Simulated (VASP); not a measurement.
# Al2Pt (Fm-3m) in VASP: further runs

Runs on Al2Pt. Level: r2SCAN. Tasks: relaxation of the atoms.

Everything below comes from runs of VASP 6.6.1. Logs are shortened: lines on timing, memory, paths and dates and some standing lists are left out, and cuts for length are marked.

### 1 The cell of the first run

Symmetry: Fm-3m, No. 225, cubic system. Conventional cell: a = 5.980 Å, b = 5.980 Å, c = 5.980 Å, α = 90.00°, β = 90.00°, γ = 90.00°. Within 3.4 Å of Al (site symmetry -43m) lie 4 Pt at 2.59 Å and 6 Al at 2.99 Å. Within 3.4 Å of Pt (site symmetry m-3m) lie 8 Al at 2.59 Å.

### 2 Relaxation of the atoms, r2SCAN

POSCAR

```
Al2Pt
1.0
    0.0000000000      2.9902413100      2.9902413100
    2.9902413100      0.0000000000      2.9902413100
    2.9902413100      2.9902413100      0.0000000000
Al Pt
2 1
Direct
    0.2500000000      0.2500000000      0.2500000000
    0.7500000000      0.7500000000      0.7500000000
    0.0000000000      0.0000000000      0.0000000000
```

INCAR.step1

```
SYSTEM = Al2Pt
PREC     = Accurate       ! precision mode
ENCUT    = 520            ! plane-wave cutoff, eV
ISMEAR   = -1             ! smearing method
SIGMA    = 0.1            ! smearing width, eV
LREAL    = .False.        ! projectors in reciprocal space
LASPH    = .True.         ! aspherical terms in the spheres
NELM     = 80             ! most SCF steps
GGA      = PE             ! functional
ALGO     = Normal         ! electronic algorithm
EDIFF    = 1E-4           ! SCF threshold, eV
LWAVE    = .True.         ! write WAVECAR
LCHARG   = .False.        ! write CHGCAR
```

INCAR.step2

```
SYSTEM = Al2Pt
PREC     = Accurate       ! precision mode
ENCUT    = 520            ! plane-wave cutoff, eV
EDIFF    = 1E-6           ! SCF threshold, eV
ISMEAR   = -1             ! smearing method
SIGMA    = 0.1            ! smearing width, eV
LREAL    = .False.        ! projectors in reciprocal space
LASPH    = .True.         ! aspherical terms in the spheres
NELM     = 80             ! most SCF steps
ALGO     = Normal         ! electronic algorithm
ISIF     = 2              ! what is computed and relaxed
LWAVE    = .False.        ! write WAVECAR
LCHARG   = .False.        ! write CHGCAR
METAGGA  = R2SCAN         ! meta-GGA
LMIXTAU  = .True.       
IBRION   = 2              ! ionic algorithm
NSW      = 50             ! ionic steps
EDIFFG   = -0.01          ! ionic threshold
ISTART   = 1
```

KPOINTS

```
Automatic mesh
0
Gamma
  10 10 10
  0 0 0
```

Potentials or basis: VASP PAW PBE potentials, release 64 (Al, Pt).

The run is started by

```
$ cat potpaw_PBE.64/Al/POTCAR potpaw_PBE.64/Pt/POTCAR > POTCAR
$ cp INCAR.step1 INCAR
$ mpirun -np 1 vasp_std > vasp.out
$ cp INCAR.step2 INCAR
$ mpirun -np 1 vasp_std > vasp.out
```

OUTCAR:

```text
SYSTEM = Al2Pt
   PREC = Accurate
   ENCUT = 520
   EDIFF = 1E-6
   ISMEAR = -1
   LREAL = .False.
   LASPH = .True.
   NELM = 80
   ISIF = 2
   METAGGA = R2SCAN
   IBRION = 2
   NSW = 50
   EDIFFG = -0.01
   ISTART = 1

 ion  position               nearest neighbor table
   1  0.250  0.250  0.250-   3 2.59   3 2.59   3 2.59   3 2.59   2 2.99   2 2.99   2 2.99   2 2.99
                             2 2.99   2 2.99
   2  0.750  0.750  0.750-   3 2.59   3 2.59   3 2.59   3 2.59   1 2.99   1 2.99   1 2.99   1 2.99
                             1 2.99   1 2.99
   3  0.000  0.000  0.000-   2 2.59   2 2.59   2 2.59   1 2.59   2 2.59   1 2.59   1 2.59   1 2.59

  LATTYP: Found a face centered cubic cell.
 ALAT       =     5.9804826200

  Lattice vectors:

 A1 = (   0.0000000000,   2.9902413100,   2.9902413100)
 A2 = (   2.9902413100,   0.0000000000,   2.9902413100)
 A3 = (   2.9902413100,   2.9902413100,   0.0000000000)

Analysis of symmetry for initial positions (statically):
=====================================================================
 Subroutine PRICEL returns:
 Original cell was already a primitive cell.

 Routine SETGRP: Setting up the symmetry group for a
 face centered cubic supercell.

 Subroutine GETGRP returns: Found 48 space group operations
 (whereof 48 operations were pure point group operations)
 out of a pool of 48 trial point group operations.

The static configuration has the point symmetry O_h .

Analysis of symmetry for dynamics (positions and initial velocities):
=====================================================================
 Subroutine PRICEL returns:
 Original cell was already a primitive cell.

 Routine SETGRP: Setting up the symmetry group for a
 face centered cubic supercell.

 Subroutine GETGRP returns: Found 48 space group operations
 (whereof 48 operations were pure point group operations)
 out of a pool of 48 trial point group operations.

The dynamic configuration has the point symmetry O_h .

 Subroutine INISYM returns: Found 48 space group operations
 (whereof 48 operations are pure point group operations),
 and found     1 'primitive' translations

----------------------------------------------------------------------------------------

                                     Primitive cell

  volume of cell :      53.4747

  direct lattice vectors                    reciprocal lattice vectors
     0.000000000  2.990241310  2.990241310    -0.167210585  0.167210585  0.167210585
     2.990241310  0.000000000  2.990241310     0.167210585 -0.167210585  0.167210585
     2.990241310  2.990241310  0.000000000     0.167210585  0.167210585 -0.167210585

  length of vectors
     4.228839815  4.228839815  4.228839815     0.289617230  0.289617230  0.289617230

  position of ions in fractional coordinates (direct lattice)
     0.250000000  0.250000000  0.250000000
     0.750000000  0.750000000  0.750000000
     0.000000000  0.000000000  0.000000000

  ion indices of the primitive-cell ions
   primitive index   ion index
                 1           1
                 2           2
                 3           3

----------------------------------------------------------------------------------------

 KPOINTS: Automatic mesh

Automatic generation of k-mesh.
 Grid dimensions read from file:
 generate k-points for:   10   10   10

 Generating k-lattice:

  Cartesian coordinates                     Fractional coordinates (reciprocal lattice)
    -0.016721059  0.016721059  0.016721059     0.100000000  0.000000000  0.000000000
     0.016721059 -0.016721059  0.016721059     0.000000000  0.100000000  0.000000000
     0.016721059  0.016721059 -0.016721059     0.000000000  0.000000000  0.100000000

  Length of vectors
     0.028961723  0.028961723  0.028961723

  Shift w.r.t. Gamma in fractional coordinates (k-lattice)
     0.000000000  0.000000000  0.000000000

 Subroutine IBZKPT returns following result:
 ===========================================

 Found     47 irreducible k-points:

 Following reciprocal coordinates:
            Coordinates               Weight
  0.000000  0.000000  0.000000      1.000000
  0.100000  0.000000  0.000000      8.000000
  0.200000  0.000000  0.000000      8.000000
  0.300000  0.000000  0.000000      8.000000
  0.400000  0.000000  0.000000      8.000000
  0.500000  0.000000  0.000000      4.000000
[... 16 lines left out ...]
  0.300000  0.300000  0.000000      6.000000
  0.400000  0.300000  0.000000     24.000000
 [... further k-points ...]
   k-points           NKPTS =     47   k-points in BZ     NKDIM =     47   number of bands    NBANDS=     12
   number of dos      NEDOS =    301   number of ions     NIONS =      3
   total plane-waves  NPLWV =  32768
   dimension x,y,z NGX =    32 NGY =   32 NGZ =   32
   dimension x,y,z NGXF=    64 NGYF=   64 NGZF=   64
   ions per type =               2   1
   NGX,Y,Z   is equivalent  to a cutoff of  12.58, 12.58, 12.58 a.u.
   NGXF,Y,Z  is equivalent  to a cutoff of  25.16, 25.16, 25.16 a.u.
 SYSTEM =  Al2Pt
   PREC   = accura    normal or accurate (medium, high low for compatibility)
   ISTART =      1    job   : 0-new  1-cont  2-samecut
   ICHARG =      0    charge: 1-file 2-atom 10-const
   ISPIN  =      1    spin polarized calculation?
   LNONCOLLINEAR =      F non collinear calculations
   LSORBIT =      F    spin-orbit coupling
   LASPH  =      T    aspherical Exc in radial PAW
   ENCUT  =  520.0 eV  38.22 Ry    6.18 a.u.   7.86  7.86  7.86*2*pi/ulx,y,z
   NELM   =     80;   NELMIN=  2; NELMDL=  0     # of ELM steps
   EDIFF  = 0.1E-05   stopping-criterion for ELM
   LREAL  =      F    real-space projection
   EDIFFG = -.1E-01   stopping-criterion for IOM
   NSW    =     50    number of steps for IOM
   IBRION =      2    ionic relax: 0-MD 1-quasi-New 2-CG
   NFREE  =      1    steps in history (QN), initial steepest desc. (CG)
   ISIF   =      2    stress and relaxation
   ISYM   =      2    0-nonsym 1-usesym 2-fastsym
   POTIM  = 0.5000    time-step for ionic-motion
   TEBEG  =    0.0;   TEEND  =   0.0 temperature during run
   PSTRESS=    0.0 pullay stress
   NELECT =      16.0000    total number of electrons
   NUPDOWN=      -1.0000    fix difference up-down
   EMIN   =  10.00;   EMAX   =-10.00  energy-range for DOS
   EFERMI =   0.00;   METHOD = LEGACY
   ISMEAR =    -1;   SIGMA  =   0.10  broadening in eV -4-tet -1-fermi 0-gaus
   EFERMI_NEDOS =   21; number of points for ismear=-14 and -15
   IALGO  =     38    algorithm
   IMIX   =      4    mixing-type and parameters
     AMIX     =   0.40;   BMIX     =  1.00
     AMIX_MAG =   1.60;   BMIX_MAG =  1.00
  volume/ion in A,a.u.               =      17.82       120.29
  Fermi-wavevector in a.u.,A,eV,Ry     =   1.094961  2.069176 16.312559  1.198939
  Thomas-Fermi vector in A             =   2.231275
   LORBIT       =      0    0 simple, 1 ext, 2 COOP (PROOUT), +10 PAW based schemes
   METAGGA = R2SCAN    functional components
   LHFCALC =     F    Hartree Fock is set to
   AEXX    =    0.0000 exact exchange contribution
   IVDW    =     0    specifies the selected vdW correction
   LEPSILON=     F    determine dielectric tensor
   LRPA    =     F    only Hartree local field effects (RPA)
 conjugate gradient relaxation of ions
 non-spin polarized calculation
  energy-cutoff  :      520.00
  volume of cell :       53.47
 maximum number of plane-waves:      1459
   NGX = 15   NGY = 15   NGZ = 15

 number of electron      16.0000001 magnetization

 Free energy of the ion-electron system (eV)
  ---------------------------------------------------
  ext. energy  EPLUGINS =         0.00000000
  ---------------------------------------------------
  free energy    TOTEN  =       -67.89500188 eV

  energy without entropy =      -67.85892020  energy(sigma->0) =      -67.87696104

 E-fermi :   7.3767     XC(G=0): -11.2949

 val. band max:        7.3315119526   @ k =   0.5000   0.3000   0.1000
 cond. band min:       7.4843660214   @ k =   0.5000   0.2000   0.0000
 fundamental gap:      0.1528540688
 Fermi energy:         7.3766584634

 k-point     1 :       0.0000    0.0000    0.0000
  band No.  band energies     occupation
      1      -3.1101      2.00000
      2       2.2494      2.00000
      3       2.2494      2.00000
      4       2.2494      2.00000
      5       3.6239      2.00000
      6       3.6239      2.00000
      7      10.7596      0.00000
      8      11.3210      0.00000
      9      11.3211      0.00000
     10      11.3211      0.00000
     11      12.9506      0.00000
     12      12.9506      0.00000

 k-point     2 :       0.1000    0.0000    0.0000
  band No.  band energies     occupation
      1      -2.9687      2.00000
      2       2.1691      2.00000
      3       2.2968      2.00000
      4       2.2968      2.00000
      5       3.6088      2.00000
      6       3.6089      2.00000
      7       9.6450      0.00000
      8      10.9083      0.00000
      9      10.9083      0.00000
     10      10.9799      0.00000
     11      13.3987      0.00000
     12      13.3987      0.00000

 k-point     3 :       0.2000    0.0000    0.0000
  band No.  band energies     occupation
      1      -2.5545      2.00000
      2       1.9624      2.00000
      3       2.4124      2.00000
      4       2.4124      2.00000
      5       3.5952      2.00000
      6       3.5952      2.00000
      7       7.4945      0.47058
      8      10.1207      0.00000
      9      10.1207      0.00000
     10      11.3447      0.00000
     11      13.3208      0.00000
     12      13.4105      0.00000
[... 286 lines left out ...]
 k-point    23 :       0.3000    0.3000    0.0000
  band No.  band energies     occupation
      1      -1.4439      2.00000
      2       1.5479      2.00000
      3       2.8789      2.00000
      4       2.8789      2.00000
      5       2.9129      2.00000
      6       3.9443      2.00000
      7       6.3028      1.99996
      8       7.2576      1.53367
      9       7.2576      1.53365
     10      10.6651      0.00000
     11      11.3439      0.00000
     12      16.0310      0.00000

 k-point    24 :       0.4000    0.3000    0.0000
  band No.  band energies     occupation
      1      -0.7965      2.00000
      2       1.4104      2.00000
      3       2.5989      2.00000
      4       3.0566      2.00000
      5       3.2404      2.00000
      6       4.0004      2.00000
      7       4.9599      2.00000
      8       6.7231      1.99710
      9       6.7807      1.99485
     10      10.8308      0.00000
     11      11.5394      0.00000
     12      15.2884      0.00000

 [... further k-points ...]
[... 5 lines left out ...]
  --------------------------------------------------------------------------------------
  -------------------------------------------------------------------------------------
  Total       -1.7542028     -1.7542028     -1.7542028      0.0000000      0.0000000     -0.0000000
  in kB      -52.5583443    -52.5583443    -52.5583443      0.0000000      0.0000000     -0.0000000
  external PRESSURE =     -52.5583443 kB  Pullay stress =       0.0000000 kB

 VOLUME and BASIS-vectors are now :
 -----------------------------------------------------------------------------
  energy-cutoff  :      520.00
  volume of cell :       53.47
      direct lattice vectors                 reciprocal lattice vectors
     0.000000000  2.990241310  2.990241310    -0.167210585  0.167210585  0.167210585
     2.990241310  0.000000000  2.990241310     0.167210585 -0.167210585  0.167210585
     2.990241310  2.990241310  0.000000000     0.167210585  0.167210585 -0.167210585

 POSITION                                       TOTAL-FORCE (eV/Angst)
 -----------------------------------------------------------------------------------
      1.49512      1.49512      1.49512         0.000000      0.000000     -0.000000
      4.48536      4.48536      4.48536        -0.000000     -0.000000      0.000000
      0.00000      0.00000      0.00000        -0.000000     -0.000000      0.000000
 -----------------------------------------------------------------------------------
    total drift:                                0.000000     -0.000000      0.000000

  FREE ENERGIE OF THE ION-ELECTRON SYSTEM (eV)
  ---------------------------------------------------
  free  energy   TOTEN  =       -67.8950018765 eV

  energy  without entropy=      -67.8589202031  energy(sigma->0) =      -67.87696104

 reached required accuracy - stopping structural energy minimisation
```

It took 99 s on 1 thread of Oxide Virtual Turin-like, shared host; peak memory 0.17 GiB.

What came out:

```yaml
Free_energy: -67.8950 eV
Pressure_after_relaxing: -5.3 GPa
Band_gap_on_the_k_mesh: zero (band 8 reaches 11.32 eV, above the bottom of band 9 at 5.74 eV)
```

Final structure:
```xyz
3
Lattice="0.0000 2.9902 2.9902 2.9902 0.0000 2.9902 2.9902 2.9902 0.0000" Properties=species:S:1:pos:R:3 pbc="T T T"
Al    1.4951    1.4951    1.4951
Al    4.4854    4.4854    4.4854
Pt    0.0000    0.0000    0.0000
```

Caveat: the relaxation stopped at its first step, so nothing moved; the PAW data sets were made with another functional, which shifts forces and pressure a little; spin-orbit coupling is left out, which moves the levels of the heavy elements.

(Part 1 of 2 ends here.)
